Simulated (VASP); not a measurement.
# NaRu (F-43m) in VASP: notebook

Runs on NaRu. Level: PBE. Tasks: single point, relaxation of cell and atoms.

All numbers are computed with VASP 6.6.1; they aren't measurements. Logs are shortened: lines on timing, memory, paths and dates and some standing lists are left out, and cuts for length are marked.

## (1) The cell of the first run

The structure is cubic, space group F-43m (No. 216). The conventional cell has a = 6.134 Å, b = 6.134 Å, c = 6.134 Å, α = 90.00°, β = 90.00°, γ = 90.00°. Within 3.5 Å of Na (site symmetry -43m) lie 4 Ru at 2.66 Å. Ru (site symmetry -43m) has 4 Na at 2.66 Å within 3.5 Å.

## (2) Single point, PBE

Input file INCAR:

```
SYSTEM = NaRu
PREC = Accurate
ENCUT = 520
EDIFF = 1E-7
ISMEAR = 0
SIGMA = 0.1
LREAL = .False.
LASPH = .True.
NELM = 100
ALGO = Fast
ISIF = 2
LWAVE = .False.
LCHARG = .False.
GGA = PE
NBANDS = 18
```

Input file KPOINTS:

```
Automatic mesh
0
Gamma
  16 16 16
  0 0 0
```

Input file POSCAR:

```
NaRu
1.0
    0.0000000000      3.0670981076      3.0670981076
    3.0670981076      0.0000000000      3.0670981076
    3.0670981076      3.0670981076      0.0000000000
Na Ru
1 1
Direct
    0.0000000000      0.0000000000      0.0000000000
    0.2500000000      0.2500000000      0.2500000000
```

Potentials or basis: VASP PAW PBE potentials, release 64 (Na_pv, Ru_pv).

Started as:

```bash
$ cat potpaw_PBE.64/Na_pv/POTCAR potpaw_PBE.64/Ru_pv/POTCAR > POTCAR
$ mpirun -np 1 vasp_std > vasp.out
```

OUTCAR:

```text
SYSTEM = NaRu
   PREC = Accurate
   ENCUT = 520
   EDIFF = 1E-7
   ISMEAR = 0
   LREAL = .False.
   LASPH = .True.
   NELM = 100
   ISIF = 2
   GGA = PE

 ion  position               nearest neighbor table
   1  0.000  0.000  0.000-   2 2.66   2 2.66   2 2.66   2 2.66
   2  0.250  0.250  0.250-   1 2.66   1 2.66   1 2.66   1 2.66

  LATTYP: Found a face centered cubic cell.
 ALAT       =     6.1341962152

  Lattice vectors:

 A1 = (   0.0000000000,   3.0670981076,   3.0670981076)
 A2 = (   3.0670981076,   0.0000000000,   3.0670981076)
 A3 = (   3.0670981076,   3.0670981076,   0.0000000000)

Analysis of symmetry for initial positions (statically):
=====================================================================
 Subroutine PRICEL returns:
 Original cell was already a primitive cell.

 Routine SETGRP: Setting up the symmetry group for a
 face centered cubic supercell.

 Subroutine GETGRP returns: Found 24 space group operations
 (whereof 24 operations were pure point group operations)
 out of a pool of 48 trial point group operations.

The static configuration has the point symmetry T_d .

Analysis of symmetry for dynamics (positions and initial velocities):
=====================================================================
 Subroutine PRICEL returns:
 Original cell was already a primitive cell.

 Routine SETGRP: Setting up the symmetry group for a
 face centered cubic supercell.

 Subroutine GETGRP returns: Found 24 space group operations
 (whereof 24 operations were pure point group operations)
 out of a pool of 48 trial point group operations.

The dynamic configuration has the point symmetry T_d .

 Subroutine INISYM returns: Found 24 space group operations
 (whereof 24 operations are pure point group operations),
 and found     1 'primitive' translations

----------------------------------------------------------------------------------------

                                     Primitive cell

  volume of cell :      57.7049

  direct lattice vectors                    reciprocal lattice vectors
     0.000000000  3.067098108  3.067098108    -0.163020543  0.163020543  0.163020543
     3.067098108  0.000000000  3.067098108     0.163020543 -0.163020543  0.163020543
     3.067098108  3.067098108  0.000000000     0.163020543  0.163020543 -0.163020543

  length of vectors
     4.337531741  4.337531741  4.337531741     0.282359864  0.282359864  0.282359864

  position of ions in fractional coordinates (direct lattice)
     0.000000000  0.000000000  0.000000000
     0.250000000  0.250000000  0.250000000

  ion indices of the primitive-cell ions
   primitive index   ion index
                 1           1
                 2           2

----------------------------------------------------------------------------------------

 KPOINTS: Automatic mesh

Automatic generation of k-mesh.
 Grid dimensions read from file:
 generate k-points for:   16   16   16

 Generating k-lattice:

  Cartesian coordinates                     Fractional coordinates (reciprocal lattice)
    -0.010188784  0.010188784  0.010188784     0.062500000  0.000000000  0.000000000
     0.010188784 -0.010188784  0.010188784     0.000000000  0.062500000  0.000000000
     0.010188784  0.010188784 -0.010188784     0.000000000  0.000000000  0.062500000

  Length of vectors
     0.017647491  0.017647491  0.017647491

  Shift w.r.t. Gamma in fractional coordinates (k-lattice)
     0.000000000  0.000000000  0.000000000

 Subroutine IBZKPT returns following result:
 ===========================================

 Found    145 irreducible k-points:

 Following reciprocal coordinates:
            Coordinates               Weight
  0.000000  0.000000  0.000000      1.000000
  0.062500  0.000000  0.000000      8.000000
  0.125000  0.000000  0.000000      8.000000
  0.187500  0.000000  0.000000      8.000000
  0.250000  0.000000  0.000000      8.000000
  0.312500  0.000000  0.000000      8.000000
[... 16 lines left out ...]
 -0.125000  0.062500  0.000000     24.000000
 -0.062500  0.062500  0.000000     12.000000
 [... further k-points ...]
   k-points           NKPTS =    145   k-points in BZ     NKDIM =    145   number of bands    NBANDS=     18
   number of dos      NEDOS =    301   number of ions     NIONS =      2
   total plane-waves  NPLWV =  32768
   dimension x,y,z NGX =    32 NGY =   32 NGZ =   32
   dimension x,y,z NGXF=    64 NGYF=   64 NGZF=   64
   ions per type =               1   1
   NGX,Y,Z   is equivalent  to a cutoff of  12.26, 12.26, 12.26 a.u.
   NGXF,Y,Z  is equivalent  to a cutoff of  24.53, 24.53, 24.53 a.u.
 SYSTEM =  NaRu
   PREC   = accura    normal or accurate (medium, high low for compatibility)
   ISTART =      0    job   : 0-new  1-cont  2-samecut
   ICHARG =      2    charge: 1-file 2-atom 10-const
   ISPIN  =      1    spin polarized calculation?
   LNONCOLLINEAR =      F non collinear calculations
   LSORBIT =      F    spin-orbit coupling
   LASPH  =      T    aspherical Exc in radial PAW
   ENCUT  =  520.0 eV  38.22 Ry    6.18 a.u.   8.06  8.06  8.06*2*pi/ulx,y,z
   NELM   =    100;   NELMIN=  2; NELMDL= -5     # of ELM steps
   EDIFF  = 0.1E-06   stopping-criterion for ELM
   LREAL  =      F    real-space projection
   EDIFFG = 0.1E-05   stopping-criterion for IOM
   NSW    =      0    number of steps for IOM
   IBRION =     -1    ionic relax: 0-MD 1-quasi-New 2-CG
   NFREE  =      0    steps in history (QN), initial steepest desc. (CG)
   ISIF   =      2    stress and relaxation
   ISYM   =      2    0-nonsym 1-usesym 2-fastsym
   POTIM  = 0.5000    time-step for ionic-motion
   TEBEG  =    0.0;   TEEND  =   0.0 temperature during run
   PSTRESS=    0.0 pullay stress
   NELECT =      21.0000    total number of electrons
   NUPDOWN=      -1.0000    fix difference up-down
   EMIN   =  10.00;   EMAX   =-10.00  energy-range for DOS
   EFERMI =   0.00;   METHOD = LEGACY
   ISMEAR =     0;   SIGMA  =   0.10  broadening in eV -4-tet -1-fermi 0-gaus
   EFERMI_NEDOS =   21; number of points for ismear=-14 and -15
   IALGO  =     68    algorithm
   IMIX   =      4    mixing-type and parameters
     AMIX     =   0.40;   BMIX     =  1.00
     AMIX_MAG =   1.60;   BMIX_MAG =  1.00
  volume/ion in A,a.u.               =      28.85       194.71
  Fermi-wavevector in a.u.,A,eV,Ry     =   1.168809  2.208729 18.587120  1.366115
  Thomas-Fermi vector in A             =   2.305291
   LORBIT       =      0    0 simple, 1 ext, 2 COOP (PROOUT), +10 PAW based schemes
   GGA     = PE    functional components
   LHFCALC =     F    Hartree Fock is set to
   AEXX    =    0.0000 exact exchange contribution
   IVDW    =     0    specifies the selected vdW correction
   LEPSILON=     F    determine dielectric tensor
   LRPA    =     F    only Hartree local field effects (RPA)
 non-spin polarized calculation
 RMM-DIIS sequential band-by-band and
 Gauss-broadening in eV      SIGMA  =   0.10
  energy-cutoff  :      520.00
  volume of cell :       57.70
 maximum number of plane-waves:      1588
   NGX = 17   NGY = 17   NGZ = 17

 number of electron      20.9999992 magnetization

 Free energy of the ion-electron system (eV)
  ---------------------------------------------------
  ext. energy  EPLUGINS =         0.00000000
  ---------------------------------------------------
  free energy    TOTEN  =        -4.72524758 eV

  energy without entropy =       -4.66612565  energy(sigma->0) =       -4.69568662

 E-fermi :   1.2887     XC(G=0):  -8.2974

 val. band max:        1.2867368879   @ k =  -0.3750   0.2500   0.0000
 cond. band min:       1.2900361582   @ k =  -0.4375   0.3750   0.0000
 fundamental gap:      0.0032992703
 Fermi energy:         1.2886772731

 k-point     1 :       0.0000    0.0000    0.0000
  band No.  band energies     occupation
      1     -39.7832      2.00000
      2     -39.7832      2.00000
      3     -39.7832      2.00000
      4     -21.9500      2.00000
      5     -21.9500      2.00000
      6     -21.9500      2.00000
[... 10 lines left out ...]
     17      13.0570      0.00000
     18      13.1117      0.00000

 k-point     2 :       0.0625    0.0000    0.0000
  band No.  band energies     occupation
      1     -39.7833      2.00000
      2     -39.7832      2.00000
      3     -39.7832      2.00000
      4     -21.9502      2.00000
      5     -21.9499      2.00000
      6     -21.9499      2.00000
[... 10 lines left out ...]
     17      13.1171      0.00000
     18      13.1891      0.00000

 k-point     3 :       0.1250    0.0000    0.0000
  band No.  band energies     occupation
      1     -39.7836      2.00000
      2     -39.7833      2.00000
      3     -39.7833      2.00000
      4     -21.9508      2.00000
      5     -21.9499      2.00000
      6     -21.9499      2.00000
[... 10 lines left out ...]
     17      13.3237      0.00000
     18      13.3635      0.00000

 k-point     4 :       0.1875    0.0000    0.0000
  band No.  band energies     occupation
      1     -39.7841      2.00000
      2     -39.7834      2.00000
      3     -39.7834      2.00000
      4     -21.9517      2.00000
      5     -21.9498      2.00000
      6     -21.9498      2.00000
[... 10 lines left out ...]
     17      13.0152      0.00000
     18      13.2594      0.00000

 k-point     5 :       0.2500    0.0000    0.0000
  band No.  band energies     occupation
      1     -39.7846      2.00000
      2     -39.7836      2.00000
      3     -39.7836      2.00000
      4     -21.9528      2.00000
      5     -21.9497      2.00000
      6     -21.9497      2.00000
[... 10 lines left out ...]
     17      12.5897      0.00000
     18      12.5994      0.00000

 k-point     6 :       0.3125    0.0000    0.0000
  band No.  band energies     occupation
      1     -39.7851      2.00000
      2     -39.7837      2.00000
      3     -39.7837      2.00000
      4     -21.9539      2.00000
      5     -21.9496      2.00000
      6     -21.9496      2.00000
[... 10 lines left out ...]
     17      12.2657      0.00000
     18      12.2659      0.00000

 k-point     7 :       0.3750    0.0000    0.0000
  band No.  band energies     occupation
      1     -39.7855      2.00000
      2     -39.7838      2.00000
      3     -39.7838      2.00000
      4     -21.9548      2.00000
      5     -21.9495      2.00000
      6     -21.9495      2.00000
[... 10 lines left out ...]
     17      12.0458      0.00000
     18      12.0499      0.00000

 k-point     8 :       0.4375    0.0000    0.0000
  band No.  band energies     occupation
      1     -39.7858      2.00000
      2     -39.7839      2.00000
      3     -39.7839      2.00000
      4     -21.9554      2.00000
      5     -21.9494      2.00000
      6     -21.9494      2.00000
[... 10 lines left out ...]
     17      11.9204      0.00000
     18      11.9230      0.00000
[... 229 lines left out ...]
     17      11.9626      0.00000
     18      12.4537      0.00000

 k-point    20 :      -0.3125    0.0625    0.0000
  band No.  band energies     occupation
      1     -39.7853      2.00000
      2     -39.7839      2.00000
      3     -39.7837      2.00000
      4     -21.9542      2.00000
      5     -21.9496      2.00000
      6     -21.9495      2.00000
[... 10 lines left out ...]
     17      12.0208      0.00000
     18      12.5757      0.00000

 k-point    21 :      -0.2500    0.0625    0.0000
  band No.  band energies     occupation
      1     -39.7848      2.00000
      2     -39.7837      2.00000
      3     -39.7836      2.00000
      4     -21.9532      2.00000
      5     -21.9497      2.00000
      6     -21.9496      2.00000
[... 10 lines left out ...]
     17      12.1816      0.00000
     18      12.7202      0.00000

 k-point    22 :      -0.1875    0.0625    0.0000
  band No.  band energies     occupation
      1     -39.7843      2.00000
      2     -39.7836      2.00000
      3     -39.7834      2.00000
      4     -21.9522      2.00000
      5     -21.9498      2.00000
      6     -21.9497      2.00000
[... 10 lines left out ...]
     17      12.4750      0.00000
     18      12.8681      0.00000

 k-point    23 :      -0.1250    0.0625    0.0000
  band No.  band energies     occupation
      1     -39.7838      2.00000
      2     -39.7835      2.00000
      3     -39.7833      2.00000
      4     -21.9512      2.00000
      5     -21.9499      2.00000
      6     -21.9498      2.00000
[... 10 lines left out ...]
     17      12.8904      0.00000
     18      12.9852      0.00000

 k-point    24 :      -0.0625    0.0625    0.0000
  band No.  band energies     occupation
      1     -39.7835      2.00000
      2     -39.7833      2.00000
      3     -39.7833      2.00000
      4     -21.9505      2.00000
      5     -21.9499      2.00000
      6     -21.9499      2.00000
[... 10 lines left out ...]
     17      12.8746      0.00000
     18      13.1517      0.00000

 [... further k-points ...]

------------------------ aborting loop because EDIFF is reached ----------------------------------------

  FORCE on cell =-STRESS in cart. coord.  units (eV):
  Direction    XX          YY          ZZ          XY          YZ          ZX
  --------------------------------------------------------------------------------------
  -------------------------------------------------------------------------------------
  Total        0.0170886      0.0170886      0.0170886      0.0000000      0.0000000      0.0000000
  in kB        0.4744637      0.4744637      0.4744637      0.0000000      0.0000000      0.0000000
  external PRESSURE =       0.4744637 kB  Pullay stress =       0.0000000 kB

 VOLUME and BASIS-vectors are now :
 -----------------------------------------------------------------------------
  energy-cutoff  :      520.00
  volume of cell :       57.70
      direct lattice vectors                 reciprocal lattice vectors
     0.000000000  3.067098108  3.067098108    -0.163020543  0.163020543  0.163020543
     3.067098108  0.000000000  3.067098108     0.163020543 -0.163020543  0.163020543
     3.067098108  3.067098108  0.000000000     0.163020543  0.163020543 -0.163020543

 POSITION                                       TOTAL-FORCE (eV/Angst)
 -----------------------------------------------------------------------------------
      0.00000      0.00000      0.00000         0.000000      0.000000      0.000000
      1.53355      1.53355      1.53355        -0.000000     -0.000000     -0.000000
 -----------------------------------------------------------------------------------
    total drift:                               -0.000001     -0.000001     -0.000002

  FREE ENERGIE OF THE ION-ELECTRON SYSTEM (eV)
  ---------------------------------------------------
  free  energy   TOTEN  =        -4.7252475777 eV

  energy  without entropy=       -4.6661256550  energy(sigma->0) =       -4.69568662
```

Wall time 45 s (1 thread of Intel Xeon 6975P-C (Granite Rapids), shared host); peak memory 0.27 GiB.

Results:

```
Free energy            : -4.7252 eV
Pressure               : 0.0 GPa
Band gap on the k mesh : zero (an odd number of electrons rules out a gap without spin polarisation)
```

Levels at points of the mesh, in eV from the Fermi level:
```
           k point  band 8  band 9  band 10  band 11  band 12  band 13
(0.00, 0.00, 0.00)   -0.40   -0.40    -0.40    -0.13    -0.13     8.36
(0.50, 0.00, 0.00)   -0.41   -0.41     0.07     0.07     0.78     1.02
(0.50, 0.50, 0.00)   -0.80    0.10     0.10     0.12     1.67     1.78
```

## (3) Relaxation of cell and atoms, PBE

Input file INCAR:

```
PREC = Accurate
ENCUT = 600
EDIFF = 1E-6
ISMEAR = 0
SIGMA = 0.1
LREAL = F
LASPH = T
NELM = 60
ALGO = Fast
ISIF = 3
LWAVE = F
LCHARG = F
GGA = PE
IBRION = 2
NSW = 100
EDIFFG = -0.01
```

Input file KPOINTS:

```
regular mesh
0
Gamma
  16 16 16
```

POSCAR is that of step 2.

Potentials or basis: VASP PAW PBE potentials, release 64 (Na_pv, Ru_pv).

Started as:

```bash
$ cat potpaw_PBE.64/Na_pv/POTCAR potpaw_PBE.64/Ru_pv/POTCAR > POTCAR
$ mpirun -np 1 vasp_std > vasp.out
```

Run time: 80 s. Hardware: 1 thread of Intel Xeon 6975P-C (Granite Rapids), shared host; peak memory 0.31 GiB.

Results (log left out):

* Free energy: -4.7251 eV
* Relaxed volume: 28.90 Å³/atom
* Relaxed cell: a = 4.340 Å, b = 4.340 Å, c = 4.340 Å, α = 60.00°, β = 60.00°, γ = 60.00°
* Space group after relaxing (to 0.1 Å): F-43m (No. 216)
* Energy gained by relaxing: 0.0 meV/atom
* Ionic steps: 2
* Pressure after relaxing: 0.0 GPa
* Band gap on the k mesh: zero (an odd number of electrons rules out a gap without spin polarisation)

Final structure:
```cif
data_structure
_symmetry_space_group_name_H-M 'P 1'
_symmetry_Int_Tables_number 1
_cell_length_a 4.3402
_cell_length_b 4.3402
_cell_length_c 4.3402
_cell_angle_alpha 60.000
_cell_angle_beta 60.000
_cell_angle_gamma 60.000
_cell_volume 57.81
loop_
_atom_site_label
_atom_site_type_symbol
_atom_site_fract_x
_atom_site_fract_y
_atom_site_fract_z
_atom_site_occupancy
Na1 Na 0.00000 0.00000 0.00000 1
Ru1 Ru 0.25000 0.25000 0.25000 1
```

Levels at points of the mesh, in eV from the Fermi level:
| k point | band 6 | band 7 | band 8 | band 9 | band 10 | band 11 | band 12 | band 13 | band 14 |
| --- | --- | --- | --- | --- | --- | --- | --- | --- | --- |
| (0.00, 0.00, 0.00) | -23.24 | -2.92 | -0.40 | -0.40 | -0.40 | -0.13 | -0.13 | 8.35 | 8.35 |
| (0.50, 0.00, 0.00) | -23.24 | -1.19 | -0.41 | -0.41 | 0.07 | 0.07 | 0.78 | 1.02 | 7.47 |
| (0.50, 0.50, 0.00) | -23.24 | -1.01 | -0.79 | 0.10 | 0.10 | 0.11 | 1.67 | 1.77 | 5.05 |
